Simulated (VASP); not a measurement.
## Zn: single point with PBE

Zn:

```xyz
1
Lattice="2.4363 0.0000 0.0000 0.0000 2.4363 0.0000 0.0000 0.0000 2.4363" Properties=species:S:1:pos:R:3 pbc="T T T"
Zn    0.0000    0.0000    0.0000
```

* Program: VASP 6.6.1
* Task: single point
* Functional: PBE
* Potentials or basis: VASP PAW PBE potentials, release 64 (Zn)
* Cutoff: 520 eV
* k mesh: 9 × 9 × 9
* Occupations: methfessel-paxton, width 0.05 eV
* Spin: no spin polarisation
* Dipole correction: no
* Further INCAR settings: ALGO = Normal; EDIFF = 1e-06; NBANDS = 12

```
Pressure               : 20.7 GPa
Band gap on the k mesh : zero (band 6 reaches 7.93 eV, above the bottom of band 7 at 1.71 eV)
```

Levels at points of the mesh, in eV from the Fermi level:
```tsv
k point	band 3	band 4	band 5	band 6	band 7	band 8	band 9	band 10
(0.00, 0.00, 0.00)	-8.57	-6.84	-6.84	-6.84	14.37	14.37	14.37	17.46
```

Wall time 7.6 s on 1 thread of Intel Xeon 8259CL (shared host), peak memory 0.11 GiB.
